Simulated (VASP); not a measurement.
**Sc3Al: single point with PBEsol**

Sc3Al:

```
Sc Al
1.0
     4.37479    0.00000    0.00000
     0.00000    4.37479    0.00000
     0.00000    0.00000    4.37479
Sc Al
3 1
Direct
  0.50000 0.03429 0.50000
  0.00000 0.48401 0.50000
  0.50000 0.48401 0.00000
  0.00000 0.99615 0.00000
```

This cell differs from its parent crystal: atoms displaced along a vibrational mode.

| Quantity | Value |
| --- | --- |
| Program | VASP 6.6.1 |
| Task | single point |
| Functional | PBEsol |
| Potentials or basis | VASP PAW PBE potentials, release 64 (Sc_sv, Al) |
| Cutoff | 520 eV |
| k mesh | 12 × 12 × 12 |
| Occupations | gaussian, width 0.15 eV |
| Spin | no spin polarisation |
| Dipole correction | no |
| Further INCAR settings | ALGO = Fast; EDIFF = 1e-06; NBANDS = 26 |

```yaml
Pressure: 0.6 GPa
Largest_force: 1.570 eV/Å
Band_gap_on_the_k_mesh: zero (bands 18 and 19 overlap by 1.31 eV)
```

Forces on the atoms (eV/Å):
```
Sc   0.000 -1.570  0.000
Sc   0.000  0.740  0.000
Sc   0.000  0.740  0.000
Al   0.000  0.091  0.000
```

Stress tensor (GPa, compression positive):
```
0.73 0.00 0.00
0.00 0.47 0.00
0.00 0.00 0.73
```

Levels at points of the mesh, in eV from the Fermi level:
```tsv
k point	band 16	band 17	band 18	band 19	band 20	band 21
(0.00, 0.00, 0.00)	-1.03	-0.46	-0.39	-0.39	0.70	0.74
(0.50, 0.00, 0.00)	-0.82	-0.76	0.10	0.22	0.86	0.98
(0.00, 0.50, 0.00)	-0.77	-0.77	0.04	0.18	0.93	0.93
(0.50, 0.50, 0.00)	-1.42	-0.96	0.22	0.48	0.51	1.17
(0.50, 0.00, 0.50)	-1.41	-0.95	0.24	0.32	0.32	1.37
(0.50, 0.50, 0.50)	-1.45	-1.07	-1.07	-1.07	0.61	1.42
```

Wall time 3.4 min on 1 thread of Intel(R) Xeon(R) 6975P-C (Granite Rapids) (shared host), peak memory 0.47 GiB.

Caveat: the cell differs from its parent crystal (atoms displaced along a vibrational mode); the PAW data sets were made with another functional, which shifts forces and pressure a little.
